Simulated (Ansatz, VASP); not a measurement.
# SbS2 in VASP and in Ansatz

```xyz
3
Lattice="3.5500 0.0000 0.0000 -1.7750 3.0744 0.0000 0.0000 0.0000 16.5426" Properties=species:S:1:pos:R:3 pbc="T T T"
Sb    0.0000    2.0496    0.0000
S     1.7750    1.0248   14.8561
S     1.7750    1.0248    1.6865
```

Alike in both runs: task relaxation of cell and atoms; functional PBEsol; k mesh 12 × 12 × 4; occupations gaussian, width 0.1 eV; no spin polarisation.

```csv
,VASP,Ansatz
version,VASP 6.6.1,Ansatz 0.2.0
potentials or method,"VASP PAW PBE potentials, release 64 (Sb, S), cutoff 600 eV","scalar-relativistic, plane waves, PAW"
valence electrons in the cell,17,27
```

|  | VASP | Ansatz | Ansatz less VASP |
| --- | --- | --- | --- |
| gap on the k mesh at the Fermi level, each at its own relaxed structure (eV) | none | none | - |
| relaxed volume (Å³/atom) | 60.36 | 60.02 | -0.342 |
| relaxed cell length with the largest relative difference (Å) | 16.632 | 16.540 | -0.0925 |

VASP's potentials were made for PBE, not for PBEsol. A gap of «none» marks a metal or a gap that the smearing closes. VASP's potentials hold 17 valence electrons a cell and Ansatz's 27, so a difference there can come from the potentials and not from the codes.

Neither program's run includes spin-orbit coupling.
